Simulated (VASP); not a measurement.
# B (I4/mmm) in VASP: single point with LDA

Aim: the single point of B with LDA.

All numbers are computed with VASP 6.6.1; they aren't measurements. Logs are shortened: lines on timing, memory, paths and dates and some standing lists are left out, and cuts for length are marked.

### Step 1. The cell of the first run

Symmetry: I4/mmm, No. 139, tetragonal system. Conventional cell: a = 3.935 Å, b = 3.935 Å, c = 11.407 Å, α = 90.00°, β = 90.00°, γ = 90.00°. Within 4.0 Å of B (site symmetry 4mm) lie 9 B at 2.85 to 3.98 Å.

### Step 2. Single point, LDA

Input file INCAR:

```
PREC = Accurate
ENCUT = 520
EDIFF = 1E-7
ISMEAR = 0
SIGMA = 0.1
LREAL = F
LASPH = T
NELM = 100
ALGO = Normal
ISIF = 2
LWAVE = F
LCHARG = T
GGA = CA
LELF = T
LVHAR = T
NBANDS = 10
```

Input file KPOINTS:

```
Automatic mesh
0
Gamma
  8 8 8
```

Input file POSCAR:

```
B
1.0
   -1.9675000000      1.9675000000      5.7035000000
    1.9675000000     -1.9675000000      5.7035000000
    1.9675000000      1.9675000000     -5.7035000000
B
2
Direct
    0.3750000000      0.3750000000      0.0000000000
    0.6250000000      0.6250000000      0.0000000000
```

Potentials or basis: VASP PAW LDA potentials, release 64 (B).

Started as:

```bash
> cat potpaw_LDA.64/B/POTCAR > POTCAR
> mpirun -np 1 vasp_std > vasp.out
```

OUTCAR:

```text
PREC = Accurate
   ENCUT = 520
   EDIFF = 1E-7
   ISMEAR = 0
   LREAL = F
   LASPH = T
   NELM = 100
   ISIF = 2
   GGA = CA

 ion  position               nearest neighbor table
   1  0.375  0.375  0.000-
   2  0.625  0.625  0.000-

  LATTYP: Found a body centered tetragonal cell.
 ALAT       =     3.9350000000
 C/A-ratio  =     2.8988564168

  Lattice vectors:

 A1 = (  -1.9675000000,   1.9675000000,   5.7035000000)
 A2 = (   1.9675000000,  -1.9675000000,   5.7035000000)
 A3 = (   1.9675000000,   1.9675000000,  -5.7035000000)

Analysis of symmetry for initial positions (statically):
=====================================================================
 Subroutine PRICEL returns:
 Original cell was already a primitive cell.

 Routine SETGRP: Setting up the symmetry group for a
 body centered tetragonal supercell.

 Subroutine GETGRP returns: Found 16 space group operations
 (whereof 16 operations were pure point group operations)
 out of a pool of 16 trial point group operations.

The static configuration has the point symmetry D_4h.

Analysis of symmetry for dynamics (positions and initial velocities):
=====================================================================
 Subroutine PRICEL returns:
 Original cell was already a primitive cell.

 Routine SETGRP: Setting up the symmetry group for a
 body centered tetragonal supercell.

 Subroutine GETGRP returns: Found 16 space group operations
 (whereof 16 operations were pure point group operations)
 out of a pool of 16 trial point group operations.

The dynamic configuration has the point symmetry D_4h.

 Subroutine INISYM returns: Found 16 space group operations
 (whereof 16 operations are pure point group operations),
 and found     1 'primitive' translations

----------------------------------------------------------------------------------------

                                     Primitive cell

  volume of cell :      88.3143

  direct lattice vectors                    reciprocal lattice vectors
    -1.967500000  1.967500000  5.703500000     0.000000000  0.254129606  0.087665469
     1.967500000 -1.967500000  5.703500000     0.254129606  0.000000000  0.087665469
     1.967500000  1.967500000 -5.703500000     0.254129606  0.254129606  0.000000000

  length of vectors
     6.346024326  6.346024326  6.346024326     0.268825391  0.268825391  0.359393536

  position of ions in fractional coordinates (direct lattice)
     0.375000000  0.375000000  0.000000000
     0.625000000  0.625000000  0.000000000

  ion indices of the primitive-cell ions
   primitive index   ion index
                 1           1
                 2           2

----------------------------------------------------------------------------------------

 KPOINTS: Automatic mesh

Automatic generation of k-mesh.
 Grid dimensions read from file:
 generate k-points for:    8    8    8

 Generating k-lattice:

  Cartesian coordinates                     Fractional coordinates (reciprocal lattice)
     0.000000000  0.031766201  0.010958184     0.125000000  0.000000000 -0.000000000
     0.031766201  0.000000000  0.010958184     0.000000000  0.125000000 -0.000000000
     0.031766201  0.031766201  0.000000000     0.000000000  0.000000000  0.125000000

  Length of vectors
     0.033603174  0.033603174  0.044924192

  Shift w.r.t. Gamma in fractional coordinates (k-lattice)
     0.000000000  0.000000000  0.000000000

 Subroutine IBZKPT returns following result:
 ===========================================

 Found     59 irreducible k-points:

 Following reciprocal coordinates:
            Coordinates               Weight
  0.000000  0.000000  0.000000      1.000000
  0.125000  0.000000 -0.000000      8.000000
  0.250000  0.000000 -0.000000      8.000000
  0.375000  0.000000  0.000000      8.000000
  0.500000  0.000000 -0.000000      4.000000
  0.125000  0.125000 -0.000000      8.000000
[... 16 lines left out ...]
  0.250000  0.125000  0.125000     16.000000
  0.375000  0.125000  0.125000      8.000000
 [... further k-points ...]
   k-points           NKPTS =     59   k-points in BZ     NKDIM =     59   number of bands    NBANDS=     10
   number of dos      NEDOS =    301   number of ions     NIONS =      2
   total plane-waves  NPLWV = 110592
   dimension x,y,z NGX =    48 NGY =   48 NGZ =   48
   dimension x,y,z NGXF=    96 NGYF=   96 NGZF=   96
   ions per type =               2
   NGX,Y,Z   is equivalent  to a cutoff of  12.57, 12.57, 12.57 a.u.
   NGXF,Y,Z  is equivalent  to a cutoff of  25.15, 25.15, 25.15 a.u.
 SYSTEM =  unknown system
   PREC   = accura    normal or accurate (medium, high low for compatibility)
   ISTART =      0    job   : 0-new  1-cont  2-samecut
   ICHARG =      2    charge: 1-file 2-atom 10-const
   ISPIN  =      1    spin polarized calculation?
   LNONCOLLINEAR =      F non collinear calculations
   LSORBIT =      F    spin-orbit coupling
   LASPH  =      T    aspherical Exc in radial PAW
   ENCUT  =  520.0 eV  38.22 Ry    6.18 a.u.  11.80 11.80 11.80*2*pi/ulx,y,z
   NELM   =    100;   NELMIN=  2; NELMDL= -5     # of ELM steps
   EDIFF  = 0.1E-06   stopping-criterion for ELM
   LREAL  =      F    real-space projection
   EDIFFG = 0.1E-05   stopping-criterion for IOM
   NSW    =      0    number of steps for IOM
   IBRION =     -1    ionic relax: 0-MD 1-quasi-New 2-CG
   NFREE  =      0    steps in history (QN), initial steepest desc. (CG)
   ISIF   =      2    stress and relaxation
   ISYM   =      2    0-nonsym 1-usesym 2-fastsym
   POTIM  = 0.5000    time-step for ionic-motion
   TEBEG  =    0.0;   TEEND  =   0.0 temperature during run
   PSTRESS=    0.0 pullay stress
   NELECT =       6.0000    total number of electrons
   NUPDOWN=      -1.0000    fix difference up-down
   EMIN   =  10.00;   EMAX   =-10.00  energy-range for DOS
   EFERMI =   0.00;   METHOD = LEGACY
   ISMEAR =     0;   SIGMA  =   0.10  broadening in eV -4-tet -1-fermi 0-gaus
   EFERMI_NEDOS =   21; number of points for ismear=-14 and -15
   IALGO  =     38    algorithm
   IMIX   =      4    mixing-type and parameters
     AMIX     =   0.40;   BMIX     =  1.00
     AMIX_MAG =   1.60;   BMIX_MAG =  1.00
  volume/ion in A,a.u.               =      44.16       297.99
  Fermi-wavevector in a.u.,A,eV,Ry     =   0.668008  1.262352  6.071390  0.446235
  Thomas-Fermi vector in A             =   1.742789
   LORBIT       =      0    0 simple, 1 ext, 2 COOP (PROOUT), +10 PAW based schemes
   GGA     = CA    functional components
   LHFCALC =     F    Hartree Fock is set to
   AEXX    =    0.0000 exact exchange contribution
   IVDW    =     0    specifies the selected vdW correction
   LEPSILON=     F    determine dielectric tensor
   LRPA    =     F    only Hartree local field effects (RPA)
 non-spin polarized calculation
 Gauss-broadening in eV      SIGMA  =   0.10
  energy-cutoff  :      520.00
  volume of cell :       88.31
 maximum number of plane-waves:      2422
   NGX = 23   NGY = 23   NGZ = 23

 number of electron       6.0000000 magnetization

 Free energy of the ion-electron system (eV)
  ---------------------------------------------------
  ext. energy  EPLUGINS =         0.00000000
  ---------------------------------------------------
  free energy    TOTEN  =        -3.11116287 eV

  energy without entropy =       -3.09556383  energy(sigma->0) =       -3.10336335

 E-fermi :  -2.5134     XC(G=0):  -6.0031

 val. band max:       -2.5210035402   @ k =  -0.2500   0.5000   0.2500
 cond. band min:      -2.5113532208   @ k =  -0.1250   0.5000   0.1250
 fundamental gap:      0.0096503195
 Fermi energy:        -2.5133948425

 k-point     1 :       0.0000    0.0000    0.0000
  band No.  band energies     occupation
      1      -8.6716      2.00000
      2      -6.5906      2.00000
      3      -3.3667      2.00000
      4      -0.8165      0.00000
      5      -0.8165      0.00000
      6      -0.5968      0.00000
      7      -0.5968      0.00000
      8       0.7404      0.00000
      9       3.5219      0.00000
     10       5.7862      0.00000

 k-point     2 :       0.1250    0.0000   -0.0000
  band No.  band energies     occupation
      1      -8.5834      2.00000
      2      -6.5940      2.00000
      3      -3.2575      2.00000
      4      -1.2075      0.00000
      5      -0.8610      0.00000
      6      -0.8308      0.00000
      7      -0.5214      0.00000
      8       0.7458      0.00000
      9       3.8221      0.00000
     10       5.9449      0.00000

 k-point     3 :       0.2500    0.0000   -0.0000
  band No.  band energies     occupation
      1      -8.3440      2.00000
      2      -6.6078      2.00000
      3      -3.0180      2.00000
      4      -2.0188      0.00000
      5      -1.3149      0.00000
      6      -0.8282      0.00000
      7      -0.3734      0.00000
      8       0.6654      0.00000
      9       4.4264      0.00000
     10       6.1107      0.00000

 k-point     4 :       0.3750    0.0000    0.0000
  band No.  band energies     occupation
      1      -8.0467      2.00000
      2      -6.6461      2.00000
      3      -2.9193      2.00000
      4      -2.6944      1.98951
      5      -1.4969      0.00000
      6      -0.8026      0.00000
      7      -0.2442      0.00000
      8       0.4778      0.00000
      9       4.9303      0.00000
     10       5.8500      0.00000

 k-point     5 :       0.5000    0.0000   -0.0000
  band No.  band energies     occupation
      1      -7.8942      2.00000
      2      -6.6802      2.00000
      3      -3.0542      2.00000
      4      -2.8479      2.00000
      5      -1.4515      0.00000
      6      -0.7877      0.00000
      7      -0.1936      0.00000
      8       0.3560      0.00000
      9       5.0240      0.00000
     10       5.9592      0.00000

 k-point     6 :       0.1250    0.1250   -0.0000
  band No.  band energies     occupation
      1      -8.4753      2.00000
      2      -6.6520      2.00000
      3      -3.0721      2.00000
      4      -1.3082      0.00000
      5      -1.2041      0.00000
      6      -0.7282      0.00000
      7      -0.7138      0.00000
      8       0.6821      0.00000
      9       4.0866      0.00000
     10       5.9921      0.00000
[... 183 lines left out ...]
 k-point    21 :       0.5000    0.5000   -0.0000
  band No.  band energies     occupation
      1      -7.4367      2.00000
      2      -6.2322      2.00000
      3      -2.8484      2.00000
      4      -2.1918      0.00001
      5      -2.1210      0.00000
      6      -2.0818      0.00000
      7      -1.1484      0.00000
      8       0.4008      0.00000
      9       3.5261      0.00000
     10       5.7066      0.00000

 k-point    22 :       0.1250    0.1250    0.1250
  band No.  band energies     occupation
      1      -8.0825      2.00000
      2      -6.4728      2.00000
      3      -2.8433      2.00000
      4      -1.9140      0.00000
      5      -1.7784      0.00000
      6      -1.2145      0.00000
      7      -1.0915      0.00000
      8       0.6577      0.00000
      9       4.6091      0.00000
     10       6.3434      0.00000

 k-point    23 :       0.2500    0.1250    0.1250
  band No.  band energies     occupation
      1      -7.8165      2.00000
      2      -6.4678      2.00000
      3      -2.7253      1.99727
      4      -2.4584      0.43680
      5      -1.8265      0.00000
      6      -1.3709      0.00000
      7      -0.9627      0.00000
      8       0.4882      0.00000
      9       4.5129      0.00000
     10       6.2275      0.00000

 k-point    24 :       0.3750    0.1250    0.1250
  band No.  band energies     occupation
      1      -7.6848      2.00000
      2      -6.4758      2.00000
      3      -2.8392      2.00000
      4      -2.5938      1.74457
      5      -1.8102      0.00000
      6      -1.3396      0.00000
      7      -0.9208      0.00000
      8       0.3960      0.00000
      9       4.4544      0.00000
     10       6.2080      0.00000

 [... further k-points ...]

------------------------ aborting loop because EDIFF is reached ----------------------------------------

  FORCE on cell =-STRESS in cart. coord.  units (eV):
  Direction    XX          YY          ZZ          XY          YZ          ZX
  --------------------------------------------------------------------------------------
  -------------------------------------------------------------------------------------
  Total       -2.4407232     -2.4407232     -5.3546081      0.0000000     -0.0000000      0.0000000
  in kB      -44.2790404    -44.2790404    -97.1420702      0.0000000     -0.0000000      0.0000000
  external PRESSURE =     -61.9000503 kB  Pullay stress =       0.0000000 kB

 VOLUME and BASIS-vectors are now :
 -----------------------------------------------------------------------------
  energy-cutoff  :      520.00
  volume of cell :       88.31
      direct lattice vectors                 reciprocal lattice vectors
    -1.967500000  1.967500000  5.703500000     0.000000000  0.254129606  0.087665469
     1.967500000 -1.967500000  5.703500000     0.254129606  0.000000000  0.087665469
     1.967500000  1.967500000 -5.703500000     0.254129606  0.254129606  0.000000000

 POSITION                                       TOTAL-FORCE (eV/Angst)
 -----------------------------------------------------------------------------------
      0.00000      0.00000      4.27763        -0.000000     -0.000000      0.745799
      0.00000      0.00000      7.12937         0.000000      0.000000     -0.745799
 -----------------------------------------------------------------------------------
    total drift:                                0.000000     -0.000000      0.000000

  FREE ENERGIE OF THE ION-ELECTRON SYSTEM (eV)
  ---------------------------------------------------
  free  energy   TOTEN  =        -3.1111628719 eV

  energy  without entropy=       -3.0955638302  energy(sigma->0) =       -3.10336335
```

It took 80 s on 1 thread of Intel Xeon 8259CL, shared host; peak memory 0.25 GiB.

What came out:

```yaml
Free_energy: -3.1112 eV
Pressure: -6.2 GPa
Largest_force: 0.746 eV/Å
Band_gap_on_the_k_mesh: zero (bands 3 and 4 overlap by 1.00 eV)
```

Forces on the atoms (eV/Å):
```
B    0.000  0.000  0.746
B    0.000  0.000 -0.746
```

Caveat: the cell stands under tension.
